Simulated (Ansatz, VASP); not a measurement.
**MgO in VASP and in Ansatz**

INCAR

```
ALGO = Normal ; EDIFF = 1E-6
ENCUT = 520 ; GGA = PE
ISIF = 2 ; ISMEAR = 0
LASPH = True ; LCHARG = False
LREAL = False ; LWAVE = False
NBANDS = 16 ; NELM = 60
PREC = Accurate ; SIGMA = 0.05
```

KPOINTS

```
k-points
0
Gamma
  9 9 6
```

File POSCAR:

```
MgO
1.0
    3.6270000000      0.0000000000      0.0000000000
   -1.8135000000      3.1410741395      0.0000000000
    0.0000000000      0.0000000000      4.2818000000
Mg O
2 2
Direct
    0.6666666667      0.3333333333      0.7500000000
    0.3333333333      0.6666666667      0.2500000000
    0.6666666667      0.3333333333      0.2500000000
    0.3333333333      0.6666666667      0.7500000000
```

Input for Ansatz:

```yaml
crystal:
  lattice:
    - [3.627, 0.0, 0.0]
    - [-1.8135, 3.1410741395, 0.0]
    - [0.0, 0.0, 4.2818]
  atoms:
    - { symbol: Mg, position: [0.6666666667, 0.3333333333, 0.75] }
    - { symbol: Mg, position: [0.3333333333, 0.6666666667, 0.25] }
    - { symbol: O, position: [0.6666666667, 0.3333333333, 0.25] }
    - { symbol: O, position: [0.3333333333, 0.6666666667, 0.75] }
basis:
  ecutwfc: 520.0
kpoints:
  mp_grid: { grid: [9, 9, 6] }
hamiltonian:
  xc: pbe
  pseudopotentials: { kind: paw, azcp: { folder: soft_1 } }
scf:
  occupations: { method: gaussian, width: 0.05 }
output:
  forces: true
  stress: true
  eigenvalues: true
  write_density: true
  write_potential: true
  elf: true
  volumetric_format: npy
```

Alike in both runs: task single point; functional PBE; k mesh 9 × 9 × 6; occupations gaussian, width 0.05 eV; no spin polarisation.

```csv
,VASP,Ansatz
version,VASP 6.6.1,Ansatz 0.2.0
potentials or method,"VASP PAW PBE potentials, release 64 (Mg, O), cutoff 520 eV","scalar-relativistic, plane waves, PAW"
valence electrons in the cell,16,32
```

```csv
,VASP,Ansatz,Ansatz less VASP
gap on the k mesh at the Fermi level (eV),2.95,2.97,+0.020
least direct gap on the mesh (eV),2.95,2.97,+0.020
pressure (GPa),-7.9,-7.3,+0.57
"traceless stress, the component that is largest in VASP (GPa)",0.98,1.07,+0.084
```

With one functional, cell and mesh, what is left measures potentials, basis and numerics. VASP's potentials hold 16 valence electrons a cell and Ansatz's 32, so a difference there can come from the potentials and not from the codes.
